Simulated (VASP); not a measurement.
# InW8C8 in VASP: notebook, part 2 of 2

VASP 6.6.1. Earlier steps stand in the parts before.

### Step 5. Single point, PBE

INCAR

```
SYSTEM = InW8C8
  PREC = Accurate
  ENCUT = 520
  EDIFF = 1E-6
  ISMEAR = 0
  SIGMA = 0.05
  LREAL = Auto
  LASPH = .True.
  NELM = 60
  ALGO = Normal
  ISIF = 2
  LWAVE = .False.
  LCHARG = .False.
  GGA = PE
  NBANDS = 92
```

KPOINTS

```
Automatic mesh
0
Gamma
  3 3 1
  0 0 0
```

POSCAR

```
InW8C8
1.0
    5.8006000000      0.0000000000      0.0000000000
   -2.9003000000      5.0234670000      0.0000000000
    0.0000000000      0.0000000000     15.2466500000
W C In
8 8 1
Direct
    0.0000000000      0.0000000000      0.0655881784
   -0.0029402748     -0.0041276274      0.2512974326
    0.0000000498      0.5000000995      0.0655881784
   -0.0011010212      0.4970845832      0.2543480043
    0.5000000000      0.0000000000      0.0655881784
    0.4985573303     -0.0009338172      0.2543283279
    0.5000000498      0.5000000995      0.0655881784
    0.4964683286      0.4972641405      0.2544214631
    0.3340772321      0.1673841990      0.1520696022
    0.3240226524      0.1532885555      0.3307105495
    0.3330591113      0.6661116715      0.1522480020
    0.3294975894      0.6634043779      0.3285452870
    0.8330549621      0.1673435896      0.1520074246
    0.8257791319      0.1532618807      0.3306992684
    0.8330515599      0.6662575866      0.1519909619
    0.8289096171      0.6613002534      0.3269230946
    1.0739426536      1.1555634784      0.4518639176
```

Potentials or basis: VASP PAW PBE potentials, release 64 (W_sv, C, In_d).

Launch:

```console
$ cat potpaw_PBE.64/W_sv/POTCAR potpaw_PBE.64/C/POTCAR potpaw_PBE.64/In_d/POTCAR > POTCAR
$ mpirun -np 1 vasp_std > vasp.out
```

OUTCAR:

```text
SYSTEM = InW8C8
   PREC = Accurate
   ENCUT = 520
   EDIFF = 1E-6
   ISMEAR = 0
   LREAL = Auto
   LASPH = .True.
   NELM = 60
   ISIF = 2
   GGA = PE

 ion  position               nearest neighbor table
   1  0.000  0.000  0.066-  15 2.13   9 2.13  13 2.13   2 2.83   7 2.90   3 2.90   5 2.90   5 2.90
                             3 2.90   7 2.90
   2  0.997  0.996  0.251-  16 2.04  10 2.04  14 2.05  15 2.24  13 2.27   9 2.27   1 2.83   8 2.90
                             4 2.90   6 2.90   6 2.90   4 2.90   8 2.90  17 3.16
   3  0.000  0.500  0.066-  13 2.13  15 2.13  11 2.13   4 2.88   5 2.90   1 2.90   7 2.90   7 2.90
                             1 2.90   5 2.90
   4  0.999  0.497  0.254-  12 2.01  16 2.01  14 2.08  13 2.28  11 2.29  15 2.30   3 2.88   8 2.89
                             6 2.90   2 2.90   2 2.90   6 2.91   8 2.91  17 3.75
   5  0.500  0.000  0.066-  13 2.13   9 2.13  11 2.14   6 2.88   3 2.90   7 2.90   1 2.90   1 2.90
                             7 2.90   3 2.90
   6  0.499  0.999  0.254-  14 2.02  10 2.02  12 2.03  11 2.28   9 2.29  13 2.29   5 2.88   4 2.90
                             8 2.90   2 2.90   2 2.90   8 2.90   4 2.91
   7  0.500  0.500  0.066-   9 2.13  15 2.13  11 2.13   8 2.88   1 2.90   5 2.90   3 2.90   3 2.90
                             5 2.90   1 2.90
[... 221 lines left out ...]
      6     -71.9982      2.00000
[... 454 lines left out ...]
     89       4.1250      0.00000
     90       4.4114      0.00000
 [bands above 90 left out]

------------------------ aborting loop because EDIFF is reached ----------------------------------------

  FORCE on cell =-STRESS in cart. coord.  units (eV):
  Direction    XX          YY          ZZ          XY          YZ          ZX
  --------------------------------------------------------------------------------------
  -------------------------------------------------------------------------------------
  Total        8.7931682      7.5060303      0.9286574      0.1814959      0.9664015      0.2939867
  in kB       31.7106439     27.0688617      3.3490004      0.6545254      3.4851162      1.0601990
  external PRESSURE =      20.7095020 kB  Pullay stress =       0.0000000 kB

 VOLUME and BASIS-vectors are now :
 -----------------------------------------------------------------------------
  energy-cutoff  :      520.00
  volume of cell :      444.27
      direct lattice vectors                 reciprocal lattice vectors
     5.800600000  0.000000000  0.000000000     0.172395959  0.099532853  0.000000000
    -2.900300000  5.023467000  0.000000000     0.000000000  0.199065705  0.000000000
     0.000000000  0.000000000 15.246650000     0.000000000  0.000000000  0.065588178

 POSITION                                       TOTAL-FORCE (eV/Angst)
 -----------------------------------------------------------------------------------
      0.00000      0.00000      1.00000        -0.008244      0.005913     -0.311358
      2.89522      5.00273      3.83144        -0.006354     -0.004193     -0.023415
     -1.45015      2.51173      1.00000         0.008664     -0.072538     -0.000851
      4.35252      2.49709      3.87795        -0.008057     -0.020856     -0.031498
      2.90030      0.00000      1.00000        -0.012504      0.006909      0.069711
     -0.00566      5.01878      3.87766        -0.002433      0.002136     -0.033210
[... 9 lines left out ...]
      2.89020      3.32202      4.98448         0.014188     -0.015461      0.080142
     -0.02227      0.78147      6.88941         0.018211      0.215899      0.014766
 -----------------------------------------------------------------------------------
    total drift:                               -0.001807     -0.002889      0.018565

  FREE ENERGIE OF THE ION-ELECTRON SYSTEM (eV)
  ---------------------------------------------------
  free  energy   TOTEN  =      -166.0245530696 eV

  energy  without entropy=     -166.0195387205  energy(sigma->0) =     -166.02204590
```

stdout:

```text
POSCAR found type information on POSCAR W C In
 POSCAR found :  3 types and      17 ions
 scaLAPACK will be used
 LDA part: xc-table for (Slater+PW92), standard interpolation
 POSCAR, INCAR and KPOINTS ok, starting setup
 FFT: planning ... GRIDC
 FFT: planning ... GRID_SOFT
 FFT: planning ... GRID
 WAVECAR not read
 entering main loop
```

It took 6.7 min on 1 thread of Intel Xeon Platinum 8488C (Sapphire Rapids), shared host; peak memory 0.64 GiB.

What came out:

* Free energy: -166.0246 eV
* Largest force: 0.312 eV/Å
* Band gap on the k mesh: zero (an odd number of electrons rules out a gap without spin polarisation)

Forces on the atoms (eV/Å):
```
W   -0.008  0.006 -0.311
W   -0.006 -0.004 -0.023
W    0.009 -0.073 -0.001
W   -0.008 -0.021 -0.031
W   -0.013  0.007  0.070
W   -0.002  0.002 -0.033
W   -0.036 -0.069  0.001
W   -0.006 -0.019 -0.035
C   -0.002  0.001  0.005
C    0.023 -0.014  0.090
C   -0.003 -0.001 -0.002
C    0.019 -0.002  0.089
C   -0.001 -0.001  0.003
C    0.004 -0.014  0.080
C   -0.002  0.001  0.005
C    0.014 -0.015  0.080
In   0.018  0.216  0.015
```

Caveat: the k points lie up to 0.42 Å⁻¹ apart, too coarse for converged energies and pressures of a metal; spin-orbit coupling is left out, which moves the levels of the heavy elements.

### Step 6. Single point, PBE

INCAR

```
SYSTEM = InW8C8
PREC = Accurate
ENCUT = 520
EDIFF = 1E-6
ISMEAR = 0
SIGMA = 0.05
LREAL = Auto
LASPH = .TRUE.
NELM = 80
ALGO = Normal
ISIF = 2
LWAVE = .FALSE.
LCHARG = .FALSE.
GGA = PE
NBANDS = 92
```

KPOINTS

```
Automatic mesh
0
G
  3 3 1
  0 0 0
```

POSCAR

```
InW8C8
1.0
    5.8006000000      0.0000000000      0.0000000000
   -2.9003000000      5.0234670000      0.0000000000
    0.0000000000      0.0000000000     15.2466500000
W C In
8 8 1
Direct
    0.0000000000      0.0000000000      0.0655881784
    0.0001414401     -0.0011762793      0.2528556765
    0.0000000498      0.5000000995      0.0655881784
   -0.0002921127      0.4978197329      0.2531952921
    0.5000000000      0.0000000000      0.0655881784
    0.4999568537     -0.0018485241      0.2550686216
    0.5000000498      0.5000000995      0.0655881784
    0.4995048899      0.4976730214      0.2531841421
    0.3337927793      0.1679413839      0.1518932356
    0.3316495451      0.1544069066      0.3310281275
    0.3330971564      0.6673448835      0.1525269485
    0.3340181118      0.6597891456      0.3302244100
    0.8333635333      0.1681565739      0.1521227942
    0.8292257016      0.1538439488      0.3307283895
    0.8332453839      0.6675065249      0.1518102665
    0.8329558599      0.6593382618      0.3258892281
    1.1618021893      1.3072364166      0.4444650464
```

Potentials or basis: VASP PAW PBE potentials, release 64 (W_sv, C, In_d).

Launch:

```console
$ cat potpaw_PBE.64/W_sv/POTCAR potpaw_PBE.64/C/POTCAR potpaw_PBE.64/In_d/POTCAR > POTCAR
$ mpirun -np 1 vasp_std > vasp.out
```

It took 7.4 min on 1 thread of Intel Xeon Platinum 8488C (Sapphire Rapids), shared host; peak memory 0.63 GiB.

It converged, with:

| Item | Value |
| --- | --- |
| Free energy | -166.1533 eV |
| Largest force | 0.180 eV/Å |
| Band gap on the k mesh | zero (an odd number of electrons rules out a gap without spin polarisation) |

Forces on the atoms (eV/Å):
```
W    0.001  0.050 -0.149
W    0.012 -0.013 -0.050
W    0.020 -0.012 -0.126
W    0.013 -0.004 -0.040
W   -0.001 -0.015  0.179
W    0.007 -0.001 -0.039
W   -0.020 -0.019 -0.133
W    0.008 -0.006 -0.043
C    0.006 -0.003  0.004
C   -0.011  0.006  0.092
C    0.006  0.000  0.000
C   -0.014  0.010  0.088
C    0.003 -0.004 -0.002
C   -0.014  0.007  0.096
C    0.004 -0.001  0.003
C   -0.012  0.007  0.087
In  -0.006 -0.004  0.031
```

Levels at points of the mesh, in eV from the Fermi level:
```
           k point  band 75  band 76  band 77  band 78  band 79  band 80  band 81  band 82  band 83  band 84
(0.00, 0.00, 0.00)     0.15     0.24     0.27     0.30     0.34     0.59     0.76     1.04     1.20     2.05
```

Caveat: the k points lie up to 0.42 Å⁻¹ apart, too coarse for converged energies and pressures of a metal; spin-orbit coupling is left out, which moves the levels of the heavy elements.

### Step 7. Summary

```csv
cell,gap on the mesh (eV),largest force (eV/Å)
"as given, atomic positions A",none,0.18
"as given, atomic positions B",none,0.29
"as given, atomic positions C",none,0.31
```

Alike in all rows: task single point; level PBE; potentials or basis VASP PAW PBE potentials, release 64 (W_sv, C, In_d); no spin polarisation; k mesh 3 × 3 × 1; cutoff (eV) 520; smearing gaussian 0.05 eV.

Caveats: all runs use coarse meshes; spin-orbit coupling is left out, which moves the levels of the heavy elements.

Total energies depend on the potentials used, so only differences within one code and one set of settings carry meaning.
